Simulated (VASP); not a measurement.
Li4TaO: single point with PBE

The system is Li4TaO.

```xyz
6
Lattice="2.4076 -4.0762 0.0000 2.4076 4.0762 0.0000 0.0000 0.0000 3.7913" Properties=species:S:1:pos:R:3 pbc="T T T"
Li    2.4076    1.3289    0.0000
Li    2.4076   -1.3289    0.0000
Li    1.2038   -2.0381    1.8956
Li    1.2038    2.0381    1.8956
Ta    2.4076    0.0000    1.8956
O     0.0000    0.0000    0.0000
```

The cell was built from a structure type or drawn by symmetry, and may not be a known phase.

| Item | Value |
| --- | --- |
| Program | VASP 6.6.1 |
| Task | single point |
| Functional | PBE |
| Potentials or basis | VASP PAW PBE potentials, release 64 (Li_sv, Ta_pv, O) |
| Cutoff | 520 eV |
| k mesh | 4 × 4 × 4 |
| Occupations | gaussian, width 0.1 eV |
| Spin | collinear spin |
| Starting moments | [0.0, 0.0, 0.0, 0.0, 1.0, 0.0] μB |

| Item | Value |
| --- | --- |
| Largest force | 1.618 eV/Å |
| Net moment | 1.80 μB per cell |
| Site moments | Li +0.02, +0.03 (each value once); Ta +1.10; O +0.06 μB |
| Valence electrons inside the program's atomic spheres | Li 2.21, 2.19 (each value once); Ta 9.09; O 4.72 |

Forces on the atoms (eV/Å):
```
Li   0.000  1.618  0.000
Li   0.000 -1.618  0.000
Li   0.000  0.000  0.000
Li   0.000  0.000  0.000
Ta   0.000  0.000  0.000
O    0.000  0.000  0.000
```

Levels at points of the mesh, in eV from the Fermi level:
Spin up:
```csv
k point,band 12,band 13,band 14,band 15,band 16,band 17,band 18,band 19
"(0.00, 0.00, 0.00)",-2.42,-1.79,-1.11,-0.44,0.22,1.01,1.65,2.49
"(0.50, 0.00, 0.00)",-1.69,-0.91,-0.89,-0.89,-0.49,1.42,1.61,2.43
"(0.50, 0.50, 0.00)",-2.25,-1.70,-1.48,-1.11,-1.07,0.68,0.75,2.95
"(0.00, 0.00, 0.50)",-1.79,-0.58,-0.33,-0.03,1.10,1.17,1.49,2.11
"(0.50, 0.00, 0.50)",-2.97,-1.47,-1.01,-0.19,0.47,0.87,1.64,2.00
"(0.50, 0.50, 0.50)",-2.70,-0.83,-0.49,-0.04,0.88,1.09,1.56,1.93
```
Spin down:
```csv
k point,band 10,band 11,band 12,band 13,band 14,band 15,band 16,band 17
"(0.00, 0.00, 0.00)",-3.10,-2.83,-2.40,-1.14,0.06,0.34,0.85,1.68
"(0.50, 0.00, 0.00)",-3.49,-2.56,-1.21,-0.70,-0.21,-0.20,0.70,2.14
"(0.50, 0.50, 0.00)",-3.34,-2.66,-2.24,-1.29,-0.86,-0.18,0.37,0.96
"(0.00, 0.00, 0.50)",-3.48,-2.57,-1.48,-0.44,0.76,1.20,1.34,1.97
"(0.50, 0.00, 0.50)",-3.36,-2.86,-2.40,-1.02,0.40,0.51,1.13,1.34
"(0.50, 0.50, 0.50)",-3.84,-3.59,-2.27,0.08,0.27,0.73,1.47,1.67
```

It took 54 s on 1 thread of Intel(R) Xeon(R) 6975P-C (Granite Rapids), with other jobs on the host, peak memory 0.24 GiB.

Caveat: the k points lie up to 0.41 Å⁻¹ apart; spin-orbit coupling is left out, which moves the levels of the heavy elements; forces of over 1 eV/Å act on the atoms, so gaps and moduli don't describe the material at rest.
